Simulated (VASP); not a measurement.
# BP (F-43m) in VASP: further runs, part 3 of 3

VASP 6.6.1. The steps go on from the part before.

### Step 4. Single point, PBE

The input, INCAR:

```
ALGO = Normal ; EDIFF = 1E-6
ENCUT = 520 ; GGA = PE
ISIF = 2 ; ISMEAR = 0
ISYM = 0 ; LASPH = True
LCHARG = True ; LELF = True
LREAL = False ; LVHAR = True
LWAVE = False ; NBANDS = 11
NELM = 100 ; PREC = Accurate
SIGMA = 0.01
```

The input, KPOINTS:

```
Automatic mesh
0
Gamma
  6 6 6
  0.5 0.5 0.5
```

The input, POSCAR:

```
BP
1.0
    0.0000000000      2.2683155501      2.2683155501
    2.2683155501      0.0000000000      2.2683155501
    2.2683155501      2.2683155501      0.0000000000
B P
1 1
Direct
    0.0000000000      0.0000000000      0.0000000000
    0.2500000000      0.2500000000      0.2500000000
```

Potentials or basis: VASP PAW PBE potentials, release 64 (B, P).

Run with:

```
$ cat potpaw_PBE.64/B/POTCAR potpaw_PBE.64/P/POTCAR > POTCAR
$ mpirun -np 1 vasp_std > vasp.out
```

OUTCAR:

```text
EDIFF = 1E-6
   ENCUT = 520
   GGA = PE
   ISIF = 2
   ISMEAR = 0
   ISYM = 0
   LASPH = True
   LREAL = False
   NELM = 100
   PREC = Accurate

 ion  position               nearest neighbor table
   1  0.000  0.000  0.000-   2 1.96   2 1.96   2 1.96   2 1.96
   2  0.250  0.250  0.250-   1 1.96   1 1.96   1 1.96   1 1.96

IMPORTANT INFORMATION: All symmetrisations will be switched off!
NOSYMM: (Re-)initialisation of all symmetry stuff for point group C_1.

----------------------------------------------------------------------------------------

                                     Primitive cell

  volume of cell :      23.3421

  direct lattice vectors                    reciprocal lattice vectors
     0.000000000  2.268315550  2.268315550    -0.220427885  0.220427885  0.220427885
     2.268315550  0.000000000  2.268315550     0.220427885 -0.220427885  0.220427885
     2.268315550  2.268315550  0.000000000     0.220427885  0.220427885 -0.220427885

  length of vectors
     3.207882615  3.207882615  3.207882615     0.381792297  0.381792297  0.381792297

  position of ions in fractional coordinates (direct lattice)
     0.000000000  0.000000000  0.000000000
     0.250000000  0.250000000  0.250000000

  ion indices of the primitive-cell ions
   primitive index   ion index
                 1           1
                 2           2

----------------------------------------------------------------------------------------

 KPOINTS: Automatic mesh

Automatic generation of k-mesh.
 Grid dimensions read from file:
 generate k-points for:    6    6    6

 Generating k-lattice:

  Cartesian coordinates                     Fractional coordinates (reciprocal lattice)
    -0.036737981  0.036737981  0.036737981     0.166666667  0.000000000  0.000000000
     0.036737981 -0.036737981  0.036737981     0.000000000  0.166666667  0.000000000
     0.036737981  0.036737981 -0.036737981     0.000000000  0.000000000  0.166666667

[... 77 lines left out ...]
  volume/ion in A,a.u.               =      11.67        78.76
  Fermi-wavevector in a.u.,A,eV,Ry     =   1.145666  2.164995 17.858335  1.312551
  Thomas-Fermi vector in A             =   2.282353
   LORBIT       =      0    0 simple, 1 ext, 2 COOP (PROOUT), +10 PAW based schemes
   GGA     = PE    functional components
   LHFCALC =     F    Hartree Fock is set to
   AEXX    =    0.0000 exact exchange contribution
   IVDW    =     0    specifies the selected vdW correction
   LEPSILON=     F    determine dielectric tensor
   LRPA    =     F    only Hartree local field effects (RPA)
 non-spin polarized calculation
 Gauss-broadening in eV      SIGMA  =   0.01
  energy-cutoff  :      520.00
  volume of cell :       23.34
 maximum number of plane-waves:       636
   NGX = 11   NGY = 11   NGZ = 11

 number of electron       8.0000000 magnetization

 Free energy of the ion-electron system (eV)
  ---------------------------------------------------
  ext. energy  EPLUGINS =         0.00000000
  ---------------------------------------------------
  free energy    TOTEN  =       -12.93067751 eV

  energy without entropy =      -12.93067751  energy(sigma->0) =      -12.93067751

 E-fermi :   7.2769     XC(G=0): -10.9113

 val. band max:        7.2292734383   @ k =   0.0000   0.0833   0.0000
 cond. band min:       8.9663568120   @ k =   0.5000   0.5000  -0.0833
 fundamental gap:      1.7370833736
 Fermi energy:         7.2769246186

 k-point     1 :       0.0833    0.0833    0.0833
  band No.  band energies     occupation
      1      -7.8998      2.00000
      2       6.4820      2.00000
      3       7.2293      2.00000
      4       7.2293      2.00000
      5      11.1414      0.00000
      6      11.1414      0.00000
      7      11.1992      0.00000
      8      15.1982      0.00000
      9      19.0490      0.00000
     10      19.0490      0.00000
     11      19.3694      0.00000
[... 309 lines left out ...]
 k-point    24 :       0.3333    0.0000   -0.0833
  band No.  band energies     occupation
      1      -5.7032      2.00000
      2       0.2196      2.00000
      3       4.9644      2.00000
      4       5.9829      2.00000
      5      11.6466      0.00000
      6      12.3594      0.00000
      7      12.6337      0.00000
      8      17.3631      0.00000
      9      18.7394      0.00000
     10      20.4864      0.00000
     11      22.2239      0.00000

 [... further k-points ...]
[... 5 lines left out ...]
  --------------------------------------------------------------------------------------
  -------------------------------------------------------------------------------------
  Total        0.1519645      0.1519645      0.1519644      0.0000001     -0.0000002     -0.0000009
  in kB       10.4306730     10.4306719     10.4306673      0.0000037     -0.0000159     -0.0000619
  external PRESSURE =      10.4306707 kB  Pullay stress =       0.0000000 kB

 VOLUME and BASIS-vectors are now :
 -----------------------------------------------------------------------------
  energy-cutoff  :      520.00
  volume of cell :       23.34
      direct lattice vectors                 reciprocal lattice vectors
     0.000000000  2.268315550  2.268315550    -0.220427885  0.220427885  0.220427885
     2.268315550  0.000000000  2.268315550     0.220427885 -0.220427885  0.220427885
     2.268315550  2.268315550  0.000000000     0.220427885  0.220427885 -0.220427885

 POSITION                                       TOTAL-FORCE (eV/Angst)
 -----------------------------------------------------------------------------------
      0.00000      0.00000      0.00000        -0.000000     -0.000000     -0.000000
      1.13416      1.13416      1.13416         0.000000      0.000000      0.000000
 -----------------------------------------------------------------------------------
    total drift:                                0.000000      0.000000     -0.000000

  FREE ENERGIE OF THE ION-ELECTRON SYSTEM (eV)
  ---------------------------------------------------
  free  energy   TOTEN  =       -12.9306775079 eV

  energy  without entropy=      -12.9306775079  energy(sigma->0) =      -12.93067751
```

OSZICAR:

```text
N       E                     dE             d eps       ncg     rms          rms(c)
DAV:   1     0.957134610131E+01    0.95713E+01   -0.39575E+03  9512   0.656E+02
DAV:   2    -0.130179687151E+02   -0.22589E+02   -0.21655E+02 12624   0.110E+02
DAV:   3    -0.136376114462E+02   -0.61964E+00   -0.61812E+00 12064   0.160E+01
DAV:   4    -0.136399658092E+02   -0.23544E-02   -0.23541E-02 10958   0.116E+00
DAV:   5    -0.136399778719E+02   -0.12063E-04   -0.12063E-04 11813   0.824E-02    0.722E+00
DAV:   6    -0.130290217538E+02    0.61096E+00   -0.13917E+00 10857   0.511E+00    0.389E+00
DAV:   7    -0.129379821121E+02    0.91040E-01   -0.23404E-01 12225   0.241E+00    0.133E+00
DAV:   8    -0.129301496592E+02    0.78325E-02   -0.26504E-02 11393   0.928E-01    0.194E-01
DAV:   9    -0.129304714955E+02   -0.32184E-03   -0.70646E-04 11349   0.180E-01    0.124E-01
DAV:  10    -0.129306662784E+02   -0.19478E-03   -0.24814E-04 10697   0.989E-02    0.286E-02
DAV:  11    -0.129306766061E+02   -0.10328E-04   -0.11059E-05 12196   0.220E-02    0.333E-02
DAV:  12    -0.129306776333E+02   -0.10272E-05   -0.46000E-06 10770   0.106E-02    0.140E-02
DAV:  13    -0.129306775079E+02    0.12548E-06   -0.12359E-07  5799   0.230E-03
   1 F= -.12930678E+02 E0= -.12930678E+02  d E =-.143788E-13
```

It took 1.9 min on 1 thread of Intel Xeon 8259CL, shared host; peak memory 0.22 GiB.

What came out:

* Free energy: -12.9307 eV
* Pressure: 1.0 GPa
* Band gap on the k mesh: 1.74 eV, indirect (least direct gap 3.90 eV)

Levels at points of the mesh, in eV from the valence-band top:
```
           k point  band 1  band 2  band 3  band 4  band 5  band 6  band 7  band 8
(0.08, 0.08, 0.08)  -15.13   -0.75    0.00    0.00    3.91    3.91    3.97    7.97
```

A k mesh can miss the band edges. A hybrid or GW would open this gap; PBE tends to underestimate it.

### Step 5. Single point, HSE06

POSCAR is that of step 4.

The input, INCAR.step1:

```
SYSTEM = BP
PREC = Accurate ; ENCUT = 520
EDIFF = 1E-5 ; ISMEAR = 0
SIGMA = 0.01 ; LREAL = .FALSE.
LASPH = .TRUE. ; NELM = 60
ALGO = Normal ; ISIF = 2
LWAVE = .TRUE. ; LCHARG = .FALSE.
NBANDS = 11 ; GGA = PE
```

The input, INCAR.step2:

```
SYSTEM = BP
PREC = Accurate ; ENCUT = 520
EDIFF = 1E-6 ; ISMEAR = 0
SIGMA = 0.01 ; LREAL = .FALSE.
LASPH = .TRUE. ; NELM = 60
ALGO = Normal ; ISIF = 2
LWAVE = .FALSE. ; LCHARG = .FALSE.
GGA = PE ; LHFCALC = .TRUE.
HFSCREEN = 0.2079 ; PRECFOCK = Normal
NBANDS = 11 ; ISTART = 1
```

The input, KPOINTS:

```
Automatic mesh
0
G
  4 4 4
  0 0 0
```

Run with:

```
$ cat potpaw_PBE.64/B/POTCAR potpaw_PBE.64/P/POTCAR > POTCAR
$ cp INCAR.step1 INCAR
$ mpirun -np 1 vasp_std > vasp.out
$ cp INCAR.step2 INCAR
$ mpirun -np 1 vasp_std > vasp.out
```

Wall time 2 min (1 thread of Intel Xeon 8259CL, shared host); peak memory 0.23 GiB.

Results (log left out):

| Item | Value |
| --- | --- |
| Free energy | -14.6783 eV |
| Pressure | -0.9 GPa |
| Band gap on the k mesh | 2.09 eV, indirect (least direct gap 4.37 eV) |

Levels at points of the mesh, in eV from the valence-band top:
```csv
k point,band 1,band 2,band 3,band 4,band 5,band 6,band 7,band 8,band 9
"(0.00, 0.00, 0.00)",-17.08,0.00,0.00,0.00,4.37,4.37,4.37,8.75,12.63
"(0.50, 0.00, 0.00)",-13.41,-9.97,-1.93,-1.93,4.79,5.74,5.74,11.39,16.22
"(0.50, 0.50, 0.00)",-11.68,-9.55,-4.52,-4.52,2.09,2.44,13.86,13.86,17.01
```

Caveat: the k points lie up to 0.60 Å⁻¹ apart; the PAW data sets were made with another functional, which shifts forces and pressure a little. A k mesh can miss the band edges.

### Step 6. Summary

| level | k mesh | grid for exact exchange (PRECFOCK) | screening parameter | gap on the mesh (eV) | pressure (GPa) |
| --- | --- | --- | --- | --- | --- |
| r2SCAN | 6 × 6 × 6 | - | - | 1.54 | -0.4 |
| PBE | 6 × 6 × 6, shifted | - | - | 1.74 | 1.0 |
| HSE06 | 4 × 4 × 4 | Normal | 0.2079 1/Å | 2.09 | -0.9 |

Alike in all rows: task single point; potentials or basis VASP PAW PBE potentials, release 64 (B, P); no spin polarisation; cell as given; cutoff (eV) 520; smearing gaussian 0.01 eV.

Caveats: some runs use coarse meshes; the PAW data sets were made with another functional, which shifts forces and pressure a little (some runs).

Total energies depend on the potentials used, so only differences within one code and one set of settings carry meaning.
